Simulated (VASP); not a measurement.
Set up this calculation in VASP 6.6.1, as the native input.

```yaml
Task: single point
Functional: r2SCAN
Potentials_or_basis: VASP PAW PBE potentials, release 64 (Ba_sv, Zr_sv, O)
Cutoff: 520 eV
k_mesh: 6 × 6 × 6
Occupations: gaussian, width 0.05 eV
Spin: no spin polarisation
Dipole_correction: no
Further_INCAR_settings: ALGO = Normal; EDIFF = 1e-06; NBANDS = 28
```

BaZrO3:

```
Ba Zr O
1.0
     4.17682    0.00000    0.00000
     0.00000    4.17682    0.00000
     0.00000    0.00000    4.17682
Ba Zr O
1 1 3
Cartesian
  0.0000 0.0000 0.0000
  2.0884 2.0884 2.0884
  0.0000 2.0884 2.0884
  2.0884 2.0884 0.0000
  2.0884 0.0000 2.0884
```

These files were run (other wordings do the same):

POSCAR

```
BaZrO3
1.0
    4.1768238241      0.0000000000      0.0000000000
    0.0000000000      4.1768238241      0.0000000000
    0.0000000000      0.0000000000      4.1768238241
Ba Zr O
1 1 3
Direct
    0.0000000000      0.0000000000      0.0000000000
    0.5000000000      0.5000000000      0.5000000000
    0.0000000000      0.5000000000      0.5000000000
    0.5000000000      0.5000000000      0.0000000000
    0.5000000000      0.0000000000      0.5000000000
```

INCAR.step1

```
  PREC = Accurate
  ENCUT = 520
  ISMEAR = 0
  SIGMA = 0.05
  LREAL = F
  LASPH = T
  NELM = 80
  NBANDS = 28
  GGA = PE
  ALGO = Normal
  EDIFF = 1E-4
  LWAVE = T
  LCHARG = F
```

INCAR.step2

```
  PREC = Accurate
  ENCUT = 520
  EDIFF = 1E-6
  ISMEAR = 0
  SIGMA = 0.05
  LREAL = F
  LASPH = T
  NELM = 80
  ALGO = Normal
  ISIF = 2
  LWAVE = F
  LCHARG = F
  METAGGA = R2SCAN
  LMIXTAU = T
  NBANDS = 28
  ISTART = 1
```

KPOINTS

```
regular mesh
0
Gamma
  6 6 6
```

Potentials or basis: VASP PAW PBE potentials, release 64 (Ba_sv, Zr_sv, O).

Launch:

```console
$ cat potpaw_PBE.64/Ba_sv/POTCAR potpaw_PBE.64/Zr_sv/POTCAR potpaw_PBE.64/O/POTCAR > POTCAR
$ cp INCAR.step1 INCAR
$ mpirun -np 1 vasp_std > vasp.out
$ cp INCAR.step2 INCAR
$ mpirun -np 1 vasp_std > vasp.out
```

It gave:

```
Pressure               : 4.6 GPa
Band gap on the k mesh : 3.73 eV (least direct gap 3.96 eV)
```

Caveat: the cell stands under pressure; the PAW data sets were made with another functional, which shifts forces and pressure a little; spin-orbit coupling is left out, which moves the levels of the heavy elements.

It took 2.7 min on 1 thread of Intel Xeon 8259CL, with other jobs on the host, peak memory 0.21 GiB.
